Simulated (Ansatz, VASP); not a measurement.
Zr in VASP and in Ansatz

The input INCAR:

```
ALGO = Normal ; EDIFF = 1E-8
ENCUT = 520 ; GGA = PE
ISIF = 2 ; ISMEAR = -1
LASPH = T ; LCHARG = F
LEFG = T ; LREAL = F
LWAVE = F ; NBANDS = 19
NELM = 80 ; PREC = Accurate
SIGMA = 0.05
```

The input KPOINTS:

```
k-points
0
Gamma
  10 10 10
```

POSCAR

```
Zr
1.0
    0.0000000000      3.1799522930      3.1799522930
    3.1799522930      0.0000000000      3.1799522930
    3.1799522930      3.1799522930      0.0000000000
Zr
2
Direct
    0.0000000000      0.0000000000      0.0000000000
    0.2500000000      0.2500000000      0.2500000000
```

Input for Ansatz:

```yaml
crystal:
  lattice:
    - [0.0, 3.179952293, 3.179952293]
    - [3.179952293, 0.0, 3.179952293]
    - [3.179952293, 3.179952293, 0.0]
  atoms:
    - { symbol: Zr, position: [0.0, 0.0, 0.0] }
    - { symbol: Zr, position: [0.25, 0.25, 0.25] }
kpoints:
  mp_grid: { grid: [10, 10, 10] }
scf:
  occupations: { method: fermi_dirac, width: 0.05 }
hamiltonian:
  xc: pbe
  pseudopotentials: { kind: paw }
output:
  forces: true
  stress: true
  eigenvalues: true
  efg: { contact_densities: true }
```

Change from the starting cell: volume scaled by 1.04, PAW files.

Alike in both runs: task electric field gradients; functional PBE; k mesh 10 × 10 × 10; occupations fermi-dirac, width 0.05 eV; no spin polarisation.

|  | VASP | Ansatz |
| --- | --- | --- |
| version | VASP 6.6.1 | Ansatz 0.2.0 |
| potentials or method | VASP PAW PBE potentials, release 64 (Zr_sv) | PAW with Ansatz's default frozen-core files, scalar-relativistic |
| plane-wave cutoff (eV) | 520 | 420 |
| valence electrons in the cell | 24 | 24 |

|  | VASP | Ansatz | Ansatz less VASP |
| --- | --- | --- | --- |
| pressure (GPa) | -1.3 | -1.4 | -0.06 |

The functional is the same, so the differences come from potentials, cutoffs and numerics.
